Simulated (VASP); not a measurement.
A run of VASP 6.6.1 is set up as follows.

Contents of INCAR:

```
ALGO = Normal
EDIFF = 1E-6
ENCUT = 520
GGA = CA
ISIF = 2
ISMEAR = 0
LASPH = T
LCHARG = T
LELF = T
LREAL = F
LVHAR = T
LWAVE = F
NBANDS = 64
NELM = 80
PREC = Accurate
SIGMA = 0.02
```

Contents of KPOINTS:

```
k-points
0
Gamma
  12 12 1
```

File POSCAR:

```
Te2Mo
1.0
    3.4714970532      0.0000000000      0.0000000000
   -1.7357485266      3.0064046372      0.0000000000
    0.0000000000      0.0000000000     36.9805323605
Te Mo
8 4
Direct
    0.3333333333      0.6666666667      0.8582692113
    0.3333333333      0.6666666667      0.2306020697
    0.6666666667      0.3333333333      0.6723277457
    0.6666666667      0.3333333333      0.0445601677
    0.6666666667      0.3333333333      0.7693979303
    0.6666666667      0.3333333333      0.1417307887
    0.3333333333      0.6666666667      0.9554398323
    0.3333333333      0.6666666667      0.3276722543
    0.3333333333      0.6666666667      0.7207834795
    0.3333333333      0.6666666667      0.0931456056
    0.6666666667      0.3333333333      0.9068543944
    0.6666666667      0.3333333333      0.2792165205
```

Potentials or basis: VASP PAW LDA potentials, release 64 (Te, Mo_sv).

The run is started by

```sh
$ cat potpaw_LDA.64/Te/POTCAR potpaw_LDA.64/Mo_sv/POTCAR > POTCAR
$ mpirun -np 1 vasp_std > vasp.out
```

(1) Estimate the band gap on the k mesh.

(2) Estimate the largest force.

Results:

(1) 0.77 eV (least direct gap 1.14 eV).

(2) 0.057 eV/Å.

Caveat: there is no dipole correction, which matters where the two faces differ; spin-orbit coupling is left out, which moves the levels of the heavy elements.
